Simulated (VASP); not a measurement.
A run of VASP 6.6.1 is set up as follows.

Contents of INCAR:

```
SYSTEM = Zn
ALGO = Normal ; EDIFF = 1E-7
ENCUT = 520 ; GGA = PE
ISIF = 2 ; ISMEAR = -1
LASPH = .TRUE. ; LCHARG = .FALSE.
LREAL = .FALSE. ; LWAVE = .FALSE.
NBANDS = 12 ; NELM = 100
PREC = Accurate ; SIGMA = 0.06122561905347299
```

File KPOINTS:

```
k-points
0
G
  16 16 16
  0 0 0
```

Contents of POSCAR:

```
Zn
1.0
    0.0000000000      1.9898975966      1.9898975966
    1.9898975966      0.0000000000      1.9898975966
    1.9898975966      1.9898975966      0.0000000000
Zn
1
Direct
    0.0000000000      0.0000000000      0.0000000000
```

Potentials or basis: VASP PAW PBE potentials, release 64 (Zn).

Run with:

```sh
$ cat potpaw_PBE.64/Zn/POTCAR > POTCAR
$ mpirun -np 1 vasp_std > vasp.out
```

Predict the band gap on the k mesh.

zero (band 6 reaches 5.05 eV, above the bottom of band 7 at 1.38 eV).

Estimate the pressure.

-2.2 GPa.
